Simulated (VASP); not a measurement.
Set up this calculation in VASP 6.6.1, as the native input.

```
Task                   : single point
Functional             : PBE
Potentials or basis    : VASP PAW PBE potentials, release 64 (Ag, Cl)
Cutoff                 : 520 eV
k mesh                 : 8 × 8 × 8
Occupations            : fermi-dirac, width 0.02 eV
Spin                   : non-collinear spin, zero start, spin-orbit coupling
Starting moments       : [[0.0, 0.0, 0.0], [0.0, 0.0, 0.0]] μB
Dipole correction      : no
Further INCAR settings : ALGO = Normal; EDIFF = 1e-06; NBANDS = 30
```

The structure of AgCl lies in POSCAR:

```
AgCl
1.0
    0.0000000000      2.9932645783      2.9932645783
    2.9932645783      0.0000000000      2.9932645783
    2.9932645783      2.9932645783      0.0000000000
Ag Cl
1 1
Direct
    0.0000000000      0.0000000000      0.0000000000
    0.2500000000      0.2500000000      0.2500000000
```

One way to write it, as run:

INCAR

```
ALGO     = Normal         # electronic algorithm
EDIFF    = 1E-6           # SCF threshold, eV
ENCUT    = 520            # plane-wave cutoff, eV
GGA      = PE             # functional
GGA_COMPAT= F            
ISIF     = 2              # what is computed and relaxed
ISMEAR   = -1             # smearing method
LASPH    = T              # aspherical terms in the spheres
LCHARG   = F              # write CHGCAR
LMAXMIX  = 4              # l up to which the mixer works
LNONCOLLINEAR= T              # non-collinear magnetism
LORBIT   = 11             # projections on sites
LORBMOM  = T            
LREAL    = F              # projectors in reciprocal space
LSORBIT  = T              # spin-orbit coupling
LWAVE    = F              # write WAVECAR
MAGMOM   = 0 0 0 0 0 0    # initial moments
NBANDS   = 30             # bands
NELM     = 150            # most SCF steps
PREC     = Accurate       # precision mode
SIGMA    = 0.02           # smearing width, eV
```

KPOINTS

```
k-points
0
Gamma
  8 8 8
```

Potentials or basis: VASP PAW PBE potentials, release 64 (Ag, Cl).

Command:

```sh
$ cat potpaw_PBE.64/Ag/POTCAR potpaw_PBE.64/Cl/POTCAR > POTCAR
$ mpirun -np 1 vasp_ncl > vasp.out
```

Results of the run:

```yaml
Pressure: 1.0 GPa
Net_moment: 0.00 μB per cell
Valence_electrons_inside_the_program's_atomic_spheres: Ag 9.76; Cl 5.08
```

Run time: 3.2 min on 1 thread of Intel Xeon 8259CL (shared host), peak memory 0.35 GiB.
